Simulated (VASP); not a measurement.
# HfB (Fm-3m) in VASP: notebook, part 2 of 2

VASP 6.6.1. Earlier steps stand in the parts before.

## (4) Single point, r2SCAN+U

This run uses another cell than the first one, of 14.62 Å³/atom, 1.022 times its volume.

File POSCAR:

```
HfB
1.0
    0.0000000000      2.4450416080      2.4450416080
    2.4450416080      0.0000000000      2.4450416080
    2.4450416080      2.4450416080      0.0000000000
Hf B
1 1
Direct
    0.5000000000      0.5000000000      0.5000000000
    0.0000000000      0.0000000000      0.0000000000
```

File INCAR.step1:

```
PREC     = Accurate       # precision mode
ENCUT    = 520            # plane-wave cutoff, eV
ISMEAR   = -1             # smearing method
SIGMA    = 0.05           # smearing width, eV
LREAL    = F              # projectors in reciprocal space
LASPH    = T              # aspherical terms in the spheres
NELM     = 150            # most SCF steps
LMAXMIX  = 4              # l up to which the mixer works
LDAU     = T              # DFT+U
LDAUTYPE = 2            
LDAUL    = 2 -1           # shell
LDAUU    = 4 0            # U, eV
LDAUJ    = 0 0          
NBANDS   = 14             # bands
GGA      = PE             # functional
ALGO     = Normal         # electronic algorithm
EDIFF    = 1E-4           # SCF threshold, eV
LWAVE    = T              # write WAVECAR
LCHARG   = F              # write CHGCAR
```

File INCAR.step2:

```
PREC     = Accurate       # precision mode
ENCUT    = 520            # plane-wave cutoff, eV
EDIFF    = 1E-6           # SCF threshold, eV
ISMEAR   = -1             # smearing method
SIGMA    = 0.05           # smearing width, eV
LREAL    = F              # projectors in reciprocal space
LASPH    = T              # aspherical terms in the spheres
NELM     = 150            # most SCF steps
ALGO     = Normal         # electronic algorithm
ISIF     = 2              # what is computed and relaxed
LWAVE    = F              # write WAVECAR
LCHARG   = T              # write CHGCAR
LMAXMIX  = 4              # l up to which the mixer works
LDAU     = T              # DFT+U
LDAUTYPE = 2            
LDAUL    = 2 -1           # shell
LDAUU    = 4 0            # U, eV
LDAUJ    = 0 0          
LDAUPRINT= 1            
METAGGA  = R2SCAN         # meta-GGA
LMIXTAU  = T            
LELF     = T              # ELF
LVHAR    = T            
NBANDS   = 14             # bands
ISTART   = 1
```

File KPOINTS:

```
regular mesh
0
Gamma
  10 10 10
```

Potentials or basis: VASP PAW PBE potentials, release 64 (Hf_pv, B).

Command:

```console
$ cat potpaw_PBE.64/Hf_pv/POTCAR potpaw_PBE.64/B/POTCAR > POTCAR
$ cp INCAR.step1 INCAR
$ mpirun -np 1 vasp_std > vasp.out
$ cp INCAR.step2 INCAR
$ mpirun -np 1 vasp_std > vasp.out
```

OUTCAR:

```text
PREC = Accurate
   ENCUT = 520
   EDIFF = 1E-6
   ISMEAR = -1
   LREAL = F
   LASPH = T
   NELM = 150
   ISIF = 2
   METAGGA = R2SCAN
   ISTART = 1

 ion  position               nearest neighbor table
   1  0.500  0.500  0.500-   2 2.45   2 2.45   2 2.45   2 2.45   2 2.45   2 2.45
   2  0.000  0.000  0.000-   1 2.45   1 2.45   1 2.45   1 2.45   1 2.45   1 2.45

  LATTYP: Found a face centered cubic cell.
 ALAT       =     4.8900832160

  Lattice vectors:

 A1 = (   0.0000000000,   2.4450416080,   2.4450416080)
 A2 = (   2.4450416080,   0.0000000000,   2.4450416080)
[... 623 lines left out ...]
     11      12.2976      0.00000
     12      14.8738      0.00000
     13      15.4212      0.00000
     14      16.6281      0.00000

 [... further k-points ...]
[... 5 lines left out ...]
  --------------------------------------------------------------------------------------
  -------------------------------------------------------------------------------------
  Total        0.6558297      0.6558297      0.6558297     -0.0000000      0.0000000     -0.0000000
  in kB       35.9428802     35.9428802     35.9428802     -0.0000000      0.0000000     -0.0000000
  external PRESSURE =      35.9428802 kB  Pullay stress =       0.0000000 kB

 VOLUME and BASIS-vectors are now :
 -----------------------------------------------------------------------------
  energy-cutoff  :      520.00
  volume of cell :       29.23
      direct lattice vectors                 reciprocal lattice vectors
     0.000000000  2.445041608  2.445041608    -0.204495497  0.204495497  0.204495497
     2.445041608  0.000000000  2.445041608     0.204495497 -0.204495497  0.204495497
     2.445041608  2.445041608  0.000000000     0.204495497  0.204495497 -0.204495497

 POSITION                                       TOTAL-FORCE (eV/Angst)
 -----------------------------------------------------------------------------------
      2.44504      2.44504      2.44504         0.000000     -0.000000     -0.000000
      0.00000      0.00000      0.00000         0.000000      0.000000      0.000000
 -----------------------------------------------------------------------------------
    total drift:                                0.000000      0.000000      0.000000

  FREE ENERGIE OF THE ION-ELECTRON SYSTEM (eV)
  ---------------------------------------------------
  free  energy   TOTEN  =       -50.8998444585 eV

  energy  without entropy=      -50.8943000017  energy(sigma->0) =      -50.89707223
```

OSZICAR.step1:

```text
N       E                     dE             d eps       ncg     rms          rms(c)
DAV:   1     0.216860290717E+02    0.21686E+02   -0.69450E+03  1316   0.849E+02
DAV:   2    -0.161289001004E+02   -0.37815E+02   -0.36026E+02  1616   0.185E+02
DAV:   3    -0.171691711409E+02   -0.10403E+01   -0.10339E+01  1676   0.210E+01
DAV:   4    -0.171737044874E+02   -0.45333E-02   -0.45330E-02  1444   0.171E+00
DAV:   5    -0.171737326559E+02   -0.28168E-04   -0.28168E-04  1658   0.124E-01    0.531E+01
DAV:   6    -0.149666961839E+02    0.22070E+01   -0.37433E+00  1478   0.114E+01    0.359E+01
DAV:   7    -0.149087047642E+02    0.57991E-01   -0.91670E-01  1688   0.631E+00    0.133E+01
DAV:   8    -0.148929906486E+02    0.15714E-01   -0.12763E-01  1474   0.177E+00    0.202E+00
DAV:   9    -0.148919233744E+02    0.10673E-02   -0.92124E-03  1640   0.611E-01    0.442E-01
DAV:  10    -0.148920996149E+02   -0.17624E-03   -0.35436E-04  1470   0.140E-01    0.123E-01
DAV:  11    -0.148920980235E+02    0.15914E-05   -0.11462E-05  1158   0.227E-02
   1 F= -.14892098E+02 E0= -.14888088E+02  d E =-.802023E-02
```

Run time: 2 min. Hardware: 1 thread of Intel Xeon Platinum 8488C (Sapphire Rapids), shared host; peak memory 0.18 GiB.

Results:

| Quantity | Value |
| --- | --- |
| Free energy | -50.8998 eV |
| Pressure | 3.6 GPa |

Levels at points of the mesh, in eV from the Fermi level:
```tsv
k point	band 4	band 5	band 6	band 7	band 8	band 9	band 10	band 11
(0.00, 0.00, 0.00)	-9.97	2.76	2.76	2.76	3.43	3.43	3.43	3.93
(0.50, 0.00, 0.00)	-5.38	-4.91	-1.09	-1.09	6.47	6.47	7.07	7.44
(0.50, 0.50, 0.00)	-6.88	-1.94	-0.32	1.57	1.57	5.60	7.52	7.69
```

Eigenvalues of the final occupation matrices:
```tsv
site	spin	trace	eigenvalues
site 1 d	1	0.73	0.09 0.09 0.09 0.23 0.23
site 1 d	2	0.73	0.09 0.09 0.09 0.23 0.23
```

Caveat: the PAW data sets were made with another functional, which shifts forces and pressure a little; spin-orbit coupling is left out, which moves the levels of the heavy elements; U without spin polarisation on a metal has little footing; the U is typed as a test and isn't derived for this compound.

## (5) Overview

| U | cell | gap on the mesh (eV) | pressure (GPa) |
| --- | --- | --- | --- |
| Hf d U = 2.0 eV | a = 3.433 Å, angles 60.0°, 2 atoms | none | 2.2 |
| Hf d U = 3.0 eV | a = 3.445 Å, angles 60.0°, 2 atoms | none | 3.0 |
| Hf d U = 4.0 eV | a = 3.458 Å, angles 60.0°, 2 atoms | none | 3.6 |

Alike in all rows: task single point; level r2SCAN+U; potentials or basis VASP PAW PBE potentials, release 64 (Hf_pv, B); no spin polarisation; k mesh 10 × 10 × 10; cutoff (eV) 520; smearing fermi-dirac 0.05 eV.

Caveats: the PAW data sets were made with another functional, which shifts forces and pressure a little; spin-orbit coupling is left out, which moves the levels of the heavy elements; U without spin polarisation on a metal has little footing; the U is typed as a test and isn't derived for this compound.

Absolute energies hang on the potentials; compare differences alone.
